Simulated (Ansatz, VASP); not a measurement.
# Sr: VASP beside Ansatz

```xyz
1
Lattice="0.0000 2.7990 2.9207 2.7990 0.0000 2.9207 2.7990 2.7990 0.0000" Properties=species:S:1:pos:R:3 pbc="T T T"
Sr    0.0000    0.0000    0.0000
```

Change from the starting cell: strain -0.080 along x and y, -0.040 along z, atoms carried along.

Alike in both runs: task single point; functional PBEsol; k mesh 10 × 10 × 10; occupations gaussian, width 0.03 eV; no spin polarisation.

|  | VASP | Ansatz |
| --- | --- | --- |
| version | VASP 6.6.1 | Ansatz 0.2.0 |
| potentials or method | VASP PAW PBE potentials, release 64 (Sr_sv), cutoff 520 eV | scalar-relativistic, plane waves, PAW |
| valence electrons in the cell | 10 | 10 |

|  | VASP | Ansatz | Ansatz less VASP |
| --- | --- | --- | --- |
| gap on the k mesh at the Fermi level (eV) | none | none | - |
| pressure (GPa) | 1.9 | 1.9 | -0.02 |
| traceless stress, the component that is largest in VASP (GPa) | -0.15 | -0.14 | +0.001 |

VASP's potentials were made for PBE, not for PBEsol. A gap of «none» marks a metal or a gap that the smearing closes. With one functional, cell and mesh, what is left measures potentials, basis and numerics.
